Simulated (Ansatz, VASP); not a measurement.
# Hf: VASP beside Ansatz

The input INCAR:

```
SYSTEM = Hf
PREC = Accurate ; ENCUT = 520
EDIFF = 1E-6 ; ISMEAR = 0
SIGMA = 0.15 ; LREAL = .FALSE.
LASPH = .TRUE. ; NELM = 60
ALGO = Fast ; ISIF = 2
LWAVE = .FALSE. ; LCHARG = .TRUE.
GGA = PS ; LELF = .TRUE.
LVHAR = .TRUE. ; NBANDS = 11
```

KPOINTS

```
Automatic mesh
0
G
  18 18 18
  0 0 0
```

Contents of POSCAR:

```
Hf
1.0
   -1.8050000000      1.8050000000      1.6245000000
    1.8050000000     -1.8050000000      1.6245000000
    1.8050000000      1.8050000000     -1.6245000000
Hf
1
Direct
    0.0000000000      0.0000000000      0.0000000000
```

Input for Ansatz:

```yaml
crystal:
  lattice:
    - [-1.805, 1.805, 1.6245]
    - [1.805, -1.805, 1.6245]
    - [1.805, 1.805, -1.6245]
  atoms:
    - { symbol: Hf, position: [0.0, 0.0, 0.0] }
basis:
  ecutwfc: 420
kpoints:
  mp_grid: { grid: [18, 18, 18] }
hamiltonian:
  xc: pbesol
scf:
  occupations: { method: gaussian, width: 0.15 }
output:
  forces: true
  stress: true
  eigenvalues: true
  write_density: true
  write_potential: true
  elf: true
  volumetric_format: npy
```

Change from the starting cell: strain -0.1000 x Voigt [0, 0, 1, 0, 0, 0], atoms carried along.

Alike in both runs: task single point; functional PBEsol; k mesh 18 × 18 × 18; occupations gaussian, width 0.15 eV; no spin polarisation.

|  | VASP | Ansatz |
| --- | --- | --- |
| version | VASP 6.6.1 | Ansatz 0.2.0 |
| potentials or method | VASP PAW PBE potentials, release 64 (Hf_pv), cutoff 520 eV | scalar-relativistic, plane waves, PAW |
| valence electrons in the cell | 10 | 26 |

|  | VASP | Ansatz | Ansatz less VASP |
| --- | --- | --- | --- |
| gap on the k mesh at the Fermi level (eV) | none | none | - |
| pressure (GPa) | 0.6 | 0.8 | +0.26 |
| traceless stress, the component that is largest in VASP (GPa) | -2.54 | -2.48 | +0.054 |

VASP's potentials were made for PBE, not for PBEsol. A gap of «none» marks a metal or a gap that the smearing closes. The functional is the same, so the differences come from potentials, cutoffs and numerics. VASP's potentials hold 10 valence electrons a cell and Ansatz's 26, so a difference there can come from the potentials and not from the codes.

Spin-orbit coupling is off throughout.
